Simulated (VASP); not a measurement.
# AlO2 (Cmcm) in VASP: a series of runs

Aim: see how the results for AlO2 move with the level of theory and the settings. Levels: PBE, RPBE, BLYP. Tasks: single point.

Everything below comes from runs of VASP 6.6.1. Logs are shortened: lines on timing, memory, paths and dates and some standing lists are left out, and cuts for length are marked.

**1. The cell of the first run**

The structure is orthorhombic, space group Cmcm (No. 63). Conventional cell: a = 2.976 Å, b = 10.806 Å, c = 3.647 Å, α = 90.00°, β = 90.00°, γ = 90.00°. Al (site symmetry m2m) has 6 O at 1.87 to 2.02 Å within 2.5 Å. Within 2.6 Å of O (site symmetry m2m) lie 2 Al at 1.88 Å and 3 O at 2.25 to 2.52 Å. O (site symmetry m2m) has 4 Al at 1.87 to 2.02 Å and 5 O at 2.52 to 2.54 Å within 2.6 Å.

**2. Single point, PBE**

POSCAR reads:

```
AlO2
1.0
    1.4881620000     -5.4028330000      0.0000000000
    1.4881620000      5.4028330000      0.0000000000
    0.0000000000      0.0000000000      3.6466120000
Al O
2 4
Direct
    0.6681330000      0.3318670000      0.7500000000
    0.3318670000      0.6681330000      0.2500000000
    0.0610720000      0.9389280000      0.7500000000
    0.9389280000      0.0610720000      0.2500000000
    0.2941840000      0.7058160000      0.7500000000
    0.7058160000      0.2941840000      0.2500000000
```

INCAR.step1 reads:

```
SYSTEM = AlO2
PREC     = Accurate       ! precision mode
ENCUT    = 520            ! plane-wave cutoff, eV
EDIFF    = 1E-6           ! SCF threshold, eV
ISMEAR   = -1             ! smearing method
SIGMA    = 0.05           ! smearing width, eV
LREAL    = .FALSE.        ! projectors in reciprocal space
LASPH    = .TRUE.         ! aspherical terms in the spheres
NELM     = 80             ! most SCF steps
ALGO     = Normal         ! electronic algorithm
ISIF     = 2              ! what is computed and relaxed
LWAVE    = .FALSE.        ! write WAVECAR
LCHARG   = .TRUE.         ! write CHGCAR
GGA      = PE             ! functional
NBANDS   = 24             ! bands
```

KPOINTS.step1 reads:

```
regular mesh
0
G
  9 9 7
  0 0 0
```

INCAR.step2 reads:

```
SYSTEM = AlO2
PREC     = Accurate       ! precision mode
ENCUT    = 520            ! plane-wave cutoff, eV
EDIFF    = 1E-6           ! SCF threshold, eV
ISMEAR   = -5             ! smearing method
SIGMA    = 0.05           ! smearing width, eV
LREAL    = .FALSE.        ! projectors in reciprocal space
LASPH    = .TRUE.         ! aspherical terms in the spheres
NELM     = 80             ! most SCF steps
ALGO     = Normal         ! electronic algorithm
ISIF     = 2              ! what is computed and relaxed
LWAVE    = .FALSE.        ! write WAVECAR
LCHARG   = .FALSE.        ! write CHGCAR
GGA      = PE             ! functional
LORBIT   = 11             ! projections on sites
NBANDS   = 24             ! bands
NEDOS    = 1001           ! points of the DOS
ICHARG   = 11             ! starting density
```

KPOINTS.step2 reads:

```
regular mesh
0
G
  14 14 11
  0 0 0
```

Potentials or basis: VASP PAW PBE potentials, release 64 (Al, O).

Run with:

```sh
$ cat potpaw_PBE.64/Al/POTCAR potpaw_PBE.64/O/POTCAR > POTCAR
$ cp INCAR.step1 INCAR
$ cp KPOINTS.step1 KPOINTS
$ mpirun -np 1 vasp_std > vasp.out
$ cp INCAR.step2 INCAR
$ cp KPOINTS.step2 KPOINTS
$ mpirun -np 1 vasp_std > vasp.out
```

OUTCAR:

```text
SYSTEM = AlO2
   PREC = Accurate
   ENCUT = 520
   EDIFF = 1E-6
   ISMEAR = -5
   LREAL = .FALSE.
   LASPH = .TRUE.
   NELM = 80
   ISIF = 2
   GGA = PE
   LORBIT = 11
   ICHARG = 11

 ion  position               nearest neighbor table
   1  0.668  0.332  0.750-   6 1.87   6 1.87   3 1.88   3 1.88   5 2.02   5 2.02   2 2.94   2 2.94
                             2 2.94   2 2.94
   2  0.332  0.668  0.250-   5 1.87   5 1.87   4 1.88   4 1.88   6 2.02   6 2.02   1 2.94   1 2.94
                             1 2.94   1 2.94
   3  0.061  0.939  0.750-   1 1.88   1 1.88
   4  0.939  0.061  0.250-   2 1.88   2 1.88
   5  0.294  0.706  0.750-   2 1.87   2 1.87   1 2.02   1 2.02
   6  0.706  0.294  0.250-   1 1.87   1 1.87   2 2.02   2 2.02

  LATTYP: Found a base centered orthorhombic cell.
 ALAT       =     2.9763240000
 B/A-ratio  =     3.6305408954
 C/A-ratio  =     1.2252066643

  Lattice vectors:

 A1 = (   1.4881620000,  -5.4028330000,   0.0000000000)
 A2 = (   1.4881620000,   5.4028330000,   0.0000000000)
 A3 = (   0.0000000000,   0.0000000000,   3.6466120000)

Analysis of symmetry for initial positions (statically):
=====================================================================
 Subroutine PRICEL returns:
 Original cell was already a primitive cell.

 Routine SETGRP: Setting up the symmetry group for a
 base centered orthorhombic supercell.

 Subroutine GETGRP returns: Found  8 space group operations
 (whereof  4 operations were pure point group operations)
 out of a pool of  8 trial point group operations.

The static configuration has the point symmetry C_2h.
 The point group associated with its full space group is D_2h.

Analysis of symmetry for dynamics (positions and initial velocities):
=====================================================================
 Subroutine PRICEL returns:
 Original cell was already a primitive cell.

 Routine SETGRP: Setting up the symmetry group for a
 base centered orthorhombic supercell.

 Subroutine GETGRP returns: Found  8 space group operations
 (whereof  4 operations were pure point group operations)
 out of a pool of  8 trial point group operations.

The dynamic configuration has the point symmetry C_2h.
 The point group associated with its full space group is D_2h.

 Subroutine INISYM returns: Found  8 space group operations
 (whereof  4 operations are pure point group operations),
 and found     1 'primitive' translations

----------------------------------------------------------------------------------------

                                     Primitive cell

  volume of cell :      58.6396

  direct lattice vectors                    reciprocal lattice vectors
     1.488162000 -5.402833000  0.000000000     0.335984926 -0.092544041  0.000000000
     1.488162000  5.402833000  0.000000000     0.335984926  0.092544041  0.000000000
     0.000000000  0.000000000  3.646612000     0.000000000  0.000000000  0.274227146

  length of vectors
     5.604036988  5.604036988  3.646612000     0.348497160  0.348497160  0.274227146

  position of ions in fractional coordinates (direct lattice)
     0.668133000  0.331867000  0.750000000
     0.331867000  0.668133000  0.250000000
     0.061072000  0.938928000  0.750000000
     0.938928000  0.061072000  0.250000000
     0.294184000  0.705816000  0.750000000
     0.705816000  0.294184000  0.250000000

  ion indices of the primitive-cell ions
   primitive index   ion index
                 1           1
                 2           2
                 3           3
                 4           4
                 5           5
                 6           6

----------------------------------------------------------------------------------------

 KPOINTS: regular mesh

Automatic generation of k-mesh.
 Grid dimensions read from file:
 generate k-points for:   14   14   11

 Generating k-lattice:

  Cartesian coordinates                     Fractional coordinates (reciprocal lattice)
     0.023998923 -0.006610289  0.000000000     0.071428571  0.000000000  0.000000000
     0.023998923  0.006610289  0.000000000     0.000000000  0.071428571  0.000000000
     0.000000000  0.000000000  0.024929741     0.000000000  0.000000000  0.090909091

  Length of vectors
     0.024892654  0.024892654  0.024929741

  Shift w.r.t. Gamma in fractional coordinates (k-lattice)
     0.000000000  0.000000000  0.000000000

 TETIRR: Found   3241 inequivalent tetrahedra from    12936

 Subroutine IBZKPT returns following result:
 ===========================================

 Found    342 irreducible k-points:

 Following reciprocal coordinates:
            Coordinates               Weight
  0.000000  0.000000  0.000000      1.000000
  0.071429 -0.000000  0.000000      4.000000
  0.142857 -0.000000  0.000000      4.000000
  0.214286  0.000000  0.000000      4.000000
  0.285714 -0.000000  0.000000      4.000000
  0.357143 -0.000000  0.000000      4.000000
[... 16 lines left out ...]
  0.214286  0.142857  0.000000      4.000000
  0.285714  0.142857  0.000000      4.000000
 [... further k-points ...]
   k-points           NKPTS =    342   k-points in BZ     NKDIM =    342   number of bands    NBANDS=     24
   number of dos      NEDOS =   1001   number of ions     NIONS =      6
   total plane-waves  NPLWV =  49392
   dimension x,y,z NGX =    42 NGY =   42 NGZ =   28
   dimension x,y,z NGXF=    84 NGYF=   84 NGZF=   56
   ions per type =               2   4
   NGX,Y,Z   is equivalent  to a cutoff of  12.46, 12.46, 12.76 a.u.
   NGXF,Y,Z  is equivalent  to a cutoff of  24.92, 24.92, 25.53 a.u.
 SYSTEM =  AlO2
   PREC   = accura    normal or accurate (medium, high low for compatibility)
   ISTART =      0    job   : 0-new  1-cont  2-samecut
   ICHARG =     11    charge: 1-file 2-atom 10-const
   ISPIN  =      1    spin polarized calculation?
   LNONCOLLINEAR =      F non collinear calculations
   LSORBIT =      F    spin-orbit coupling
   LASPH  =      T    aspherical Exc in radial PAW
   ENCUT  =  520.0 eV  38.22 Ry    6.18 a.u.  10.42 10.42  6.78*2*pi/ulx,y,z
   NELM   =     80;   NELMIN=  2; NELMDL=  0     # of ELM steps
   EDIFF  = 0.1E-05   stopping-criterion for ELM
   LREAL  =      F    real-space projection
   EDIFFG = 0.1E-04   stopping-criterion for IOM
   NSW    =      0    number of steps for IOM
   IBRION =     -1    ionic relax: 0-MD 1-quasi-New 2-CG
   NFREE  =      0    steps in history (QN), initial steepest desc. (CG)
   ISIF   =      2    stress and relaxation
   ISYM   =      2    0-nonsym 1-usesym 2-fastsym
   POTIM  = 0.5000    time-step for ionic-motion
   TEBEG  =    0.0;   TEEND  =   0.0 temperature during run
   PSTRESS=    0.0 pullay stress
   NELECT =      30.0000    total number of electrons
   NUPDOWN=      -1.0000    fix difference up-down
   EMIN   =  10.00;   EMAX   =-10.00  energy-range for DOS
   EFERMI =   0.00;   METHOD = LEGACY
   ISMEAR =    -5;   SIGMA  =   0.05  broadening in eV -4-tet -1-fermi 0-gaus
   EFERMI_NEDOS =   21; number of points for ismear=-14 and -15
   IALGO  =     38    algorithm
   IMIX   =      4    mixing-type and parameters
     AMIX     =   0.40;   BMIX     =  1.00
     AMIX_MAG =   1.60;   BMIX_MAG =  1.00
  volume/ion in A,a.u.               =       9.77        65.95
  Fermi-wavevector in a.u.,A,eV,Ry     =   1.309337  2.474288 23.325334  1.714364
  Thomas-Fermi vector in A             =   2.439943
   LORBIT       =     11    0 simple, 1 ext, 2 COOP (PROOUT), +10 PAW based schemes
   GGA     = PE    functional components
   LHFCALC =     F    Hartree Fock is set to
   AEXX    =    0.0000 exact exchange contribution
   IVDW    =     0    specifies the selected vdW correction
   LEPSILON=     F    determine dielectric tensor
   LRPA    =     F    only Hartree local field effects (RPA)
 non-spin polarized calculation
 Fermi weights with tetrahedron method with Bloechl corrections
  energy-cutoff  :      520.00
  volume of cell :       58.64
 maximum number of plane-waves:      1614
 NGX is ok and might be reduce to    42

 number of electron      30.0000002 magnetization

 Free energy of the ion-electron system (eV)
  ---------------------------------------------------
  ext. energy  EPLUGINS =         0.00000000
  ---------------------------------------------------
  free energy    TOTEN  =       -39.58729681 eV

  energy without entropy =      -39.58729681  energy(sigma->0) =      -39.58729681

 E-fermi :   4.0691     XC(G=0): -10.7900

 val. band max:        4.0996296391   @ k =  -0.0714   0.0714   0.0000
 cond. band min:       4.0468402470   @ k =  -0.2857   0.1429   0.0000
 fundamental gap:     -0.0527893921
 Fermi energy:         4.0691342376

 k-point     1 :       0.0000    0.0000    0.0000
  band No.  band energies     occupation
      1     -15.4053      2.00000
      2     -13.3199      2.00000
      3     -12.6723      2.00000
      4     -12.3844      2.00000
      5      -2.0037      2.00000
      6      -0.4081      2.00000
[... 16 lines left out ...]
     23      18.8800      0.00000
     24      19.7032      0.00000

 k-point     2 :       0.0714   -0.0000    0.0000
  band No.  band energies     occupation
      1     -15.3603      2.00000
      2     -13.3186      2.00000
      3     -12.6474      2.00000
      4     -12.3966      2.00000
      5      -1.9527      2.00000
      6      -0.4268      2.00000
[... 16 lines left out ...]
     23      18.6876      0.00000
     24      18.7194      0.00000
[... 565 lines left out ...]
     23      17.2032      0.00000
     24      17.7358      0.00000

 k-point    24 :       0.2857    0.1429    0.0000
  band No.  band energies     occupation
      1     -14.1086      2.00000
      2     -13.2646      2.00000
      3     -13.1144      2.00000
      4     -12.1450      2.00000
      5      -1.2962      2.00000
      6      -0.9332      2.00000
[... 16 lines left out ...]
     23      17.6164      0.00000
     24      18.0268      0.00000

 [... further k-points ...]

------------------------ aborting loop because EDIFF is reached ----------------------------------------

  FORCE on cell =-STRESS in cart. coord.  units (eV):
  Direction    XX          YY          ZZ          XY          YZ          ZX
  --------------------------------------------------------------------------------------
  -------------------------------------------------------------------------------------
  Total       -0.6991309     -0.8695474      0.1198159      0.0000000      0.0000000      0.0000000
  in kB      -19.1019537    -23.7581452      3.2736600      0.0000000      0.0000000      0.0000000
  external PRESSURE =     -13.1954796 kB  Pullay stress =       0.0000000 kB

 VOLUME and BASIS-vectors are now :
 -----------------------------------------------------------------------------
  energy-cutoff  :      520.00
  volume of cell :       58.64
      direct lattice vectors                 reciprocal lattice vectors
     1.488162000 -5.402833000  0.000000000     0.335984926 -0.092544041  0.000000000
     1.488162000  5.402833000  0.000000000     0.335984926  0.092544041  0.000000000
     0.000000000  0.000000000  3.646612000     0.000000000  0.000000000  0.274227146

 POSITION                                       TOTAL-FORCE (eV/Angst)
 -----------------------------------------------------------------------------------
      1.48816     -1.81679      2.73496         0.000000      0.195911      0.000000
      1.48816      1.81679      0.91165         0.000000     -0.195911      0.000000
      1.48816      4.74291      2.73496         0.000000      0.794968      0.000000
      1.48816     -4.74291      0.91165         0.000000     -0.794968      0.000000
      1.48816      2.22398      2.73496         0.000000     -0.102982     -0.000000
      1.48816     -2.22398      0.91165         0.000000      0.102982      0.000000
 -----------------------------------------------------------------------------------
    total drift:                               -0.000000      0.000000     -0.000000

  FREE ENERGIE OF THE ION-ELECTRON SYSTEM (eV)
  ---------------------------------------------------
  free  energy   TOTEN  =       -39.5872968131 eV

  energy  without entropy=      -39.5872968131  energy(sigma->0) =      -39.58729681

 total charge

# of ion       s       p       d       tot
------------------------------------------
    1        0.309   0.390   0.000   0.699
    2        0.309   0.390   0.000   0.699
    3        1.593   3.300   0.000   4.893
    4        1.593   3.300   0.000   4.893
    5        1.557   3.587   0.000   5.144
    6        1.557   3.587   0.000   5.144
--------------------------------------------------
tot          6.919  14.553   0.000  21.472
```

Run time: 14 min. Hardware: 1 thread of Intel Xeon 8259CL, shared host; peak memory 0.47 GiB.

Results:

- Valence electrons inside the program's atomic spheres: Al 0.70; O 4.89, 5.14 (each value once)

Levels at points of the mesh, in eV from the Fermi level:
| k point | band 13 | band 14 | band 15 | band 16 | band 17 | band 18 |
| --- | --- | --- | --- | --- | --- | --- |
| (0.00, 0.00, 0.00) | -1.35 | -0.49 | 0.04 | 0.08 | 5.92 | 8.43 |
| (0.50, 0.00, 0.00) | -1.81 | -1.09 | -0.55 | -0.05 | 9.87 | 10.00 |
| (0.50, 0.50, 0.00) | -1.54 | -1.50 | -0.49 | -0.01 | 7.40 | 7.59 |

Caveat: tetrahedron occupations give inexact forces and stress in metals.

(Part 1 of 2 ends here.)
